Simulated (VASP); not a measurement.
# Ni (Im-3m) in VASP: further runs

Ni is run at these levels: r2SCAN, PBE; tasks: single point.

All numbers are computed with VASP 6.6.1; they aren't measurements. Logs are shortened: lines on timing, memory, paths and dates and some standing lists are left out, and cuts for length are marked.

### Step 1. The cell of the first run

It takes space group Im-3m (No. 229, cubic). Conventional cell: a = 2.804 Å, b = 2.804 Å, c = 2.804 Å, α = 90.00°, β = 90.00°, γ = 90.00°. Within 3.2 Å of Ni (site symmetry m-3m) lie 14 Ni at 2.43 to 2.80 Å.

### Step 2. Single point, r2SCAN, collinear spin, ferromagnetic start

POSCAR

```
Ni
1.0
   -1.4019243406      1.4019243406      1.4019243406
    1.4019243406     -1.4019243406      1.4019243406
    1.4019243406      1.4019243406     -1.4019243406
Ni
1
Direct
    0.0000000000      0.0000000000      0.0000000000
```

INCAR.step1

```
  PREC = Accurate
  ENCUT = 520
  ISMEAR = -1
  SIGMA = 0.05
  LREAL = False
  LASPH = True
  NELM = 150
  ISPIN = 2
  MAGMOM = 1
  LMAXMIX = 4
  NBANDS = 15
  GGA = PE
  ALGO = Normal
  EDIFF = 1E-4
  LWAVE = True
  LCHARG = False
```

INCAR.step2

```
  PREC = Accurate
  ENCUT = 520
  EDIFF = 1E-6
  ISMEAR = -1
  SIGMA = 0.05
  LREAL = False
  LASPH = True
  NELM = 150
  ALGO = Normal
  ISIF = 2
  LWAVE = False
  LCHARG = False
  ISPIN = 2
  MAGMOM = 1
  LORBIT = 11
  LMAXMIX = 4
  METAGGA = R2SCAN
  LMIXTAU = True
  NBANDS = 15
  ISTART = 1
```

KPOINTS

```
regular mesh
0
Gamma
  13 13 13
```

Potentials or basis: VASP PAW PBE potentials, release 64 (Ni).

Launch:

```sh
$ cat potpaw_PBE.64/Ni/POTCAR > POTCAR
$ cp INCAR.step1 INCAR
$ mpirun -np 1 vasp_std > vasp.out
$ cp INCAR.step2 INCAR
$ mpirun -np 1 vasp_std > vasp.out
```

OUTCAR:

```text
PREC = Accurate
   ENCUT = 520
   EDIFF = 1E-6
   ISMEAR = -1
   LREAL = False
   LASPH = True
   NELM = 150
   ISIF = 2
   ISPIN = 2
   LORBIT = 11
   METAGGA = R2SCAN
   ISTART = 1

 ion  position               nearest neighbor table
   1  0.000  0.000  0.000-

  LATTYP: Found a body centered cubic cell.
 ALAT       =     2.8038486812

  Lattice vectors:

 A1 = (  -1.4019243406,   1.4019243406,   1.4019243406)
 A2 = (   1.4019243406,  -1.4019243406,   1.4019243406)
 A3 = (   1.4019243406,   1.4019243406,  -1.4019243406)

Analysis of symmetry for initial positions (statically):
=====================================================================
 Subroutine PRICEL returns:
 Original cell was already a primitive cell.

 Routine SETGRP: Setting up the symmetry group for a
 body centered cubic supercell.

 Subroutine GETGRP returns: Found 48 space group operations
 (whereof 48 operations were pure point group operations)
 out of a pool of 48 trial point group operations.

The static configuration has the point symmetry O_h .

Analysis of symmetry for dynamics (positions and initial velocities):
=====================================================================
 Subroutine PRICEL returns:
 Original cell was already a primitive cell.

 Routine SETGRP: Setting up the symmetry group for a
 body centered cubic supercell.

 Subroutine GETGRP returns: Found 48 space group operations
 (whereof 48 operations were pure point group operations)
 out of a pool of 48 trial point group operations.

The dynamic configuration has the point symmetry O_h .

Analysis of structural, dynamic, and magnetic symmetry:
=====================================================================
 Subroutine PRICEL returns:
 Original cell was already a primitive cell.

 Routine SETGRP: Setting up the symmetry group for a
 body centered cubic supercell.

 Subroutine GETGRP returns: Found 48 space group operations
 (whereof 48 operations were pure point group operations)
 out of a pool of 48 trial point group operations.

The overall configuration has the point symmetry O_h .

 Subroutine INISYM returns: Found 48 space group operations
 (whereof 48 operations are pure point group operations),
 and found     1 'primitive' translations

----------------------------------------------------------------------------------------

                                     Primitive cell

  volume of cell :      11.0213

  direct lattice vectors                    reciprocal lattice vectors
    -1.401924341  1.401924341  1.401924341     0.000000000  0.356652628  0.356652628
     1.401924341 -1.401924341  1.401924341     0.356652628  0.000000000  0.356652628
     1.401924341  1.401924341 -1.401924341     0.356652628  0.356652628  0.000000000

  length of vectors
     2.428204186  2.428204186  2.428204186     0.504382983  0.504382983  0.504382983

  position of ions in fractional coordinates (direct lattice)
     0.000000000  0.000000000  0.000000000

  ion indices of the primitive-cell ions
   primitive index   ion index
                 1           1

----------------------------------------------------------------------------------------

 KPOINTS: regular mesh

Automatic generation of k-mesh.
 Grid dimensions read from file:
 generate k-points for:   13   13   13

 Generating k-lattice:

  Cartesian coordinates                     Fractional coordinates (reciprocal lattice)
     0.000000000  0.027434818  0.027434818     0.076923077  0.000000000  0.000000000
     0.027434818  0.000000000  0.027434818     0.000000000  0.076923077  0.000000000
     0.027434818  0.027434818  0.000000000     0.000000000  0.000000000  0.076923077

  Length of vectors
     0.038798691  0.038798691  0.038798691

  Shift w.r.t. Gamma in fractional coordinates (k-lattice)
     0.000000000  0.000000000  0.000000000

 Subroutine IBZKPT returns following result:
 ===========================================

 Found     84 irreducible k-points:

 Following reciprocal coordinates:
            Coordinates               Weight
  0.000000  0.000000  0.000000      1.000000
  0.076923  0.000000  0.000000     12.000000
  0.153846  0.000000  0.000000     12.000000
  0.230769  0.000000  0.000000     12.000000
  0.307692  0.000000  0.000000     12.000000
  0.384615  0.000000  0.000000     12.000000
[... 16 lines left out ...]
  0.153846  0.076923  0.076923     24.000000
  0.230769  0.076923  0.076923     24.000000
 [... further k-points ...]
   k-points           NKPTS =     84   k-points in BZ     NKDIM =     84   number of bands    NBANDS=     15
   number of dos      NEDOS =    301   number of ions     NIONS =      1
   total plane-waves  NPLWV =   5832
   dimension x,y,z NGX =    18 NGY =   18 NGZ =   18
   dimension x,y,z NGXF=    36 NGYF=   36 NGZF=   36
   ions per type =               1
   NGX,Y,Z   is equivalent  to a cutoff of  12.32, 12.32, 12.32 a.u.
   NGXF,Y,Z  is equivalent  to a cutoff of  24.65, 24.65, 24.65 a.u.
 SYSTEM =  unknown system
   PREC   = accura    normal or accurate (medium, high low for compatibility)
   ISTART =      1    job   : 0-new  1-cont  2-samecut
   ICHARG =      0    charge: 1-file 2-atom 10-const
   ISPIN  =      2    spin polarized calculation?
   LNONCOLLINEAR =      F non collinear calculations
   LSORBIT =      F    spin-orbit coupling
   LASPH  =      T    aspherical Exc in radial PAW
   ENCUT  =  520.0 eV  38.22 Ry    6.18 a.u.   4.51  4.51  4.51*2*pi/ulx,y,z
   NELM   =    150;   NELMIN=  2; NELMDL=  0     # of ELM steps
   EDIFF  = 0.1E-05   stopping-criterion for ELM
   LREAL  =      F    real-space projection
   EDIFFG = 0.1E-04   stopping-criterion for IOM
   NSW    =      0    number of steps for IOM
   IBRION =     -1    ionic relax: 0-MD 1-quasi-New 2-CG
   NFREE  =      0    steps in history (QN), initial steepest desc. (CG)
   ISIF   =      2    stress and relaxation
   ISYM   =      2    0-nonsym 1-usesym 2-fastsym
   POTIM  = 0.5000    time-step for ionic-motion
   TEBEG  =    0.0;   TEEND  =   0.0 temperature during run
   PSTRESS=    0.0 pullay stress
   NELECT =      10.0000    total number of electrons
   NUPDOWN=      -1.0000    fix difference up-down
   EMIN   =  10.00;   EMAX   =-10.00  energy-range for DOS
   EFERMI =   0.00;   METHOD = LEGACY
   ISMEAR =    -1;   SIGMA  =   0.05  broadening in eV -4-tet -1-fermi 0-gaus
   EFERMI_NEDOS =   21; number of points for ismear=-14 and -15
   IALGO  =     38    algorithm
   IMIX   =      4    mixing-type and parameters
     AMIX     =   0.40;   BMIX     =  1.00
     AMIX_MAG =   1.60;   BMIX_MAG =  1.00
  volume/ion in A,a.u.               =      11.02        74.38
  Fermi-wavevector in a.u.,A,eV,Ry     =   1.584882  2.994993 34.175806  2.511851
  Thomas-Fermi vector in A             =   2.684432
   LORBIT       =     11    0 simple, 1 ext, 2 COOP (PROOUT), +10 PAW based schemes
   METAGGA = R2SCAN    functional components
   LHFCALC =     F    Hartree Fock is set to
   AEXX    =    0.0000 exact exchange contribution
   IVDW    =     0    specifies the selected vdW correction
   LEPSILON=     F    determine dielectric tensor
   LRPA    =     F    only Hartree local field effects (RPA)
 spin polarized calculation
  energy-cutoff  :      520.00
  volume of cell :       11.02
 maximum number of plane-waves:       321
 NGX is ok and might be reduce to    18
   NGX =  9   NGY =  9   NGZ =  9

 number of electron       9.9999983 magnetization       0.6492103

 Free energy of the ion-electron system (eV)
  ---------------------------------------------------
  ext. energy  EPLUGINS =         0.00000000
  ---------------------------------------------------
  free energy    TOTEN  =       -11.82709876 eV

  energy without entropy =      -11.81688223  energy(sigma->0) =      -11.82199050

 E-fermi :   8.9399     XC(G=0): -14.2751

 val. band max:        8.9293360563   @ k =   0.4615   0.0000   0.0000
 cond. band min:       8.9403899124   @ k =  -0.3846   0.4615   0.3077
 fundamental gap:      0.0110538561
 Fermi energy:         8.9398987878

 spin component 1

 k-point     1 :       0.0000    0.0000    0.0000
  band No.  band energies     occupation
      1      -0.1829      1.00000
      2       6.3123      1.00000
      3       6.3125      1.00000
      4       6.3125      1.00000
      5       7.7875      1.00000
      6       7.7875      1.00000
      7      36.2730      0.00000
      8      36.2732      0.00000
      9      36.2732      0.00000
     10      41.2066      0.00000
     11      41.2066      0.00000
     12      42.3143      0.00000
     13      42.3145      0.00000
     14      42.3145      0.00000
     15      42.7079      0.00000

 k-point     2 :       0.0769    0.0000    0.0000
  band No.  band energies     occupation
      1       0.0681      1.00000
      2       6.2584      1.00000
      3       6.3093      1.00000
      4       6.4216      1.00000
      5       7.7335      1.00000
      6       7.7918      1.00000
      7      34.2034      0.00000
      8      35.7381      0.00000
      9      35.8755      0.00000
     10      39.4371      0.00000
     11      39.7936      0.00000
     12      39.8907      0.00000
     13      42.3117      0.00000
     14      43.5946      0.00000
     15      44.8474      0.00000
[... 365 lines left out ...]
      3       5.9521      1.00000
      4       7.6310      1.00000
      5       7.6491      1.00000
      6       7.7916      1.00000
      7      26.2990      0.00000
      8      28.4582      0.00000
      9      30.2994      0.00000
     10      38.0600      0.00000
     11      41.8055      0.00000
     12      42.4706      0.00000
     13      44.7882      0.00000
     14      45.7750      0.00000
     15      49.4309      0.00000

 k-point    24 :       0.2308    0.0769    0.0769
  band No.  band energies     occupation
      1       3.5380      1.00000
      2       5.6338      1.00000
      3       5.9999      1.00000
      4       7.6505      1.00000
      5       7.8600      1.00000
      6       8.3670      0.99999
      7      22.3482      0.00000
      8      27.1451      0.00000
      9      28.5733      0.00000
     10      37.6324      0.00000
     11      41.1441      0.00000
     12      44.0808      0.00000
     13      45.9658      0.00000
     14      49.5949      0.00000
     15      51.6132      0.00000

 [... further k-points ...]

 spin component 2

 k-point     1 :       0.0000    0.0000    0.0000
  band No.  band energies     occupation
      1      -0.3743      1.00000
      2       7.4813      1.00000
      3       7.4813      1.00000
      4       7.4815      1.00000
      5       8.4499      0.99994
      6       8.4499      0.99994
      7      36.2314      0.00000
      8      36.2314      0.00000
      9      36.2315      0.00000
     10      41.1943      0.00000
     11      41.1944      0.00000
     12      42.7030      0.00000
     13      42.7030      0.00000
     14      42.7030      0.00000
     15      43.0656      0.00000

 k-point     2 :       0.0769    0.0000    0.0000
  band No.  band energies     occupation
      1      -0.1216      1.00000
      2       7.4198      1.00000
      3       7.4706      1.00000
      4       7.5977      1.00000
      5       8.3938      0.99998
      6       8.4548      0.99994
      7      34.2110      0.00000
      8      35.7010      0.00000
      9      35.8786      0.00000
     10      39.7986      0.00000
     11      40.0167      0.00000
     12      40.1105      0.00000
     13      42.3804      0.00000
     14      43.9202      0.00000
     15      45.0996      0.00000
[... 365 lines left out ...]
      3       6.9556      1.00000
      4       8.3795      0.99999
      5       8.4838      0.99989
      6       8.8438      0.87244
      7      26.4385      0.00000
      8      28.5445      0.00000
      9      30.5782      0.00000
     10      38.0721      0.00000
     11      42.0607      0.00000
     12      42.6364      0.00000
     13      44.9926      0.00000
     14      46.0500      0.00000
     15      50.0735      0.00000

 k-point    24 :       0.2308    0.0769    0.0769
  band No.  band energies     occupation
      1       3.5446      1.00000
      2       6.6821      1.00000
      3       6.8314      1.00000
      4       8.4410      0.99995
      5       8.5506      0.99959
      6       9.5367      0.00001
      7      22.5580      0.00000
      8      27.2348      0.00000
      9      28.8166      0.00000
     10      37.6992      0.00000
     11      41.3864      0.00000
     12      44.2423      0.00000
     13      46.2141      0.00000
     14      49.8851      0.00000
     15      52.7851      0.00000

 [... further k-points ...]
[... 5 lines left out ...]
  --------------------------------------------------------------------------------------
  -------------------------------------------------------------------------------------
  Total       -0.4994067     -0.4994067     -0.4994067      0.0000000      0.0000000      0.0000000
  in kB      -72.5990916    -72.5990916    -72.5990916      0.0000000      0.0000000      0.0000000
  external PRESSURE =     -72.5990916 kB  Pullay stress =       0.0000000 kB

 VOLUME and BASIS-vectors are now :
 -----------------------------------------------------------------------------
  energy-cutoff  :      520.00
  volume of cell :       11.02
      direct lattice vectors                 reciprocal lattice vectors
    -1.401924341  1.401924341  1.401924341     0.000000000  0.356652628  0.356652628
     1.401924341 -1.401924341  1.401924341     0.356652628  0.000000000  0.356652628
     1.401924341  1.401924341 -1.401924341     0.356652628  0.356652628  0.000000000

 POSITION                                       TOTAL-FORCE (eV/Angst)
 -----------------------------------------------------------------------------------
      0.00000      0.00000      0.00000         0.000000     -0.000000      0.000000
 -----------------------------------------------------------------------------------
    total drift:                                0.000000      0.000000     -0.000000

  FREE ENERGIE OF THE ION-ELECTRON SYSTEM (eV)
  ---------------------------------------------------
  free  energy   TOTEN  =       -11.8270987633 eV

  energy  without entropy=      -11.8168822320  energy(sigma->0) =      -11.82199050

 total charge

# of ion       s       p       d       tot
------------------------------------------
    1        0.500   0.492   8.336   9.328

 magnetization (x)

# of ion       s       p       d       tot
------------------------------------------
    1       -0.007  -0.031   0.708   0.669
```

It took 84 s on 1 thread of Intel Xeon Platinum 8259CL at 2.50GHz (Skylake/Cascade Lake), shared host; peak memory 0.14 GiB.

What came out:

```yaml
Free_energy: -11.8271 eV
Pressure: -7.3 GPa
Net_moment: 0.65 μB per cell
Site_moments: Ni +0.67 μB
Valence_electrons_inside_the_program's_atomic_spheres: Ni 9.33
```

Caveat: the PAW data sets were made with another functional, which shifts forces and pressure a little.

### Step 3. Single point, r2SCAN, collinear spin, ferromagnetic start

This run uses another cell than the first one, of 11.23 Å³/atom, 1.019 times its volume.

POSCAR

```
Ni
1.0
   -1.4108540358      1.4108540358      1.4108540358
    1.4108540358     -1.4108540358      1.4108540358
    1.4108540358      1.4108540358     -1.4108540358
Ni
1
Direct
    0.0000000000      0.0000000000      0.0000000000
```

INCAR.step1

```
SYSTEM = Ni
  PREC = Accurate
  ENCUT = 520
  ISMEAR = -1
  SIGMA = 0.05
  LREAL = .FALSE.
  LASPH = .TRUE.
  NELM = 150
  ISPIN = 2
  MAGMOM = 1
  LMAXMIX = 4
  NBANDS = 15
  GGA = PE
  ALGO = Normal
  EDIFF = 1E-4
  LWAVE = .TRUE.
  LCHARG = .FALSE.
```

INCAR.step2

```
SYSTEM = Ni
  PREC = Accurate
  ENCUT = 520
  EDIFF = 1E-7
  ISMEAR = -1
  SIGMA = 0.05
  LREAL = .FALSE.
  LASPH = .TRUE.
  NELM = 150
  ALGO = Normal
  ISIF = 2
  LWAVE = .FALSE.
  LCHARG = .FALSE.
  ISPIN = 2
  MAGMOM = 1
  LORBIT = 11
  LMAXMIX = 4
  METAGGA = R2SCAN
  LMIXTAU = .TRUE.
  NBANDS = 15
  ISTART = 1
```

KPOINTS

```
regular mesh
0
G
  13 13 13
  0 0 0
```

Potentials or basis: VASP PAW PBE potentials, release 64 (Ni).

Launch:

```sh
$ cat potpaw_PBE.64/Ni/POTCAR > POTCAR
$ cp INCAR.step1 INCAR
$ mpirun -np 1 vasp_std > vasp.out
$ cp INCAR.step2 INCAR
$ mpirun -np 1 vasp_std > vasp.out
```

Wall time 1.7 min (1 thread of Intel Xeon Platinum 8259CL at 2.50GHz (Skylake/Cascade Lake), shared host); peak memory 0.14 GiB.

The run converged. Its results:

```yaml
Free_energy: -11.8151 eV
Pressure: -10.7 GPa
Net_moment: 0.65 μB per cell
Site_moments: Ni +0.67 μB
Valence_electrons_inside_the_program's_atomic_spheres: Ni 9.30
```

Levels at points of the mesh, in eV from the Fermi level:
Spin up:
| k point | band 1 | band 2 | band 3 | band 4 | band 5 | band 6 | band 7 | band 8 | band 9 | band 10 |
| --- | --- | --- | --- | --- | --- | --- | --- | --- | --- | --- |
| (0.00, 0.00, 0.00) | -9.00 | -2.59 | -2.59 | -2.59 | -1.14 | -1.14 | 27.12 | 27.12 | 27.12 | 31.93 |
Spin down:
| k point | band 3 | band 4 | band 5 | band 6 | band 7 | band 8 |
| --- | --- | --- | --- | --- | --- | --- |
| (0.00, 0.00, 0.00) | -1.41 | -1.41 | -0.49 | -0.49 | 27.07 | 27.07 |

Caveat: the PAW data sets were made with another functional, which shifts forces and pressure a little.

### Step 4. Single point, PBE, collinear spin, ferromagnetic start (volume scaled by 0.94)

INCAR

```
  PREC = Accurate
  ENCUT = 520
  EDIFF = 1E-7
  ISMEAR = -1
  SIGMA = 0.05
  LREAL = F
  LASPH = T
  NELM = 150
  ALGO = Normal
  ISIF = 2
  LWAVE = F
  LCHARG = T
  ISPIN = 2
  MAGMOM = 1
  LORBIT = 11
  LMAXMIX = 4
  GGA = PE
  LELF = T
  LVHAR = T
  NBANDS = 15
```

KPOINTS

```
Automatic mesh
0
Gamma
  13 13 13
```

POSCAR

```
Ni
1.0
   -1.3554684528      1.3554684528      1.3554684528
    1.3554684528     -1.3554684528      1.3554684528
    1.3554684528      1.3554684528     -1.3554684528
Ni
1
Direct
    0.0000000000      0.0000000000      0.0000000000
```

Launch:

```sh
$ cat potpaw_PBE.64/Ni/POTCAR > POTCAR
$ mpirun -np 1 vasp_std > vasp.out
```

Wall time 53 s (1 thread of AMD EPYC 7R13, shared host); peak memory 0.11 GiB.

Results (log left out):

```
Free energy                                           : -5.3128 eV
Pressure                                              : 23.4 GPa
Net moment                                            : 0.50 μB per cell
Site moments                                          : Ni +0.50 μB
Valence electrons inside the program's atomic spheres : Ni 9.48
```

Levels at points of the mesh, in eV from the Fermi level:
Spin up:
```tsv
k point	band 2	band 3	band 4	band 5	band 6	band 7	band 8	band 9
(0.00, 0.00, 0.00)	-2.46	-2.46	-2.46	-0.87	-0.87	27.41	27.41	27.41
```
Spin down:
| k point | band 1 | band 2 | band 3 | band 4 | band 5 | band 6 | band 7 | band 8 | band 9 | band 10 |
| --- | --- | --- | --- | --- | --- | --- | --- | --- | --- | --- |
| (0.00, 0.00, 0.00) | -9.47 | -1.85 | -1.85 | -1.85 | -0.45 | -0.45 | 27.34 | 27.34 | 27.34 | 32.89 |

Caveat: the cell differs from its parent crystal (volume scaled by 0.94).

### Step 5. Summary

```tsv
level	cell	gap on the mesh (eV)	pressure (GPa)	moment (μB)
r2SCAN	a = 2.428 Å, angles 109.5°, 1 atom	none	-7.3	0.65
r2SCAN	a = 2.444 Å, angles 109.5°, 1 atom	none	-10.7	0.65
PBE	a = 2.348 Å, angles 109.5°, 1 atom	none	23.4	0.50
```

Alike in all rows: task single point; potentials or basis VASP PAW PBE potentials, release 64 (Ni); spin collinear, ferromagnetic start; k mesh 13 × 13 × 13; cutoff (eV) 520; smearing fermi-dirac 0.05 eV.

Caveats: the PAW data sets were made with another functional, which shifts forces and pressure a little (some runs).

Absolute energies hang on the potentials; compare differences alone.
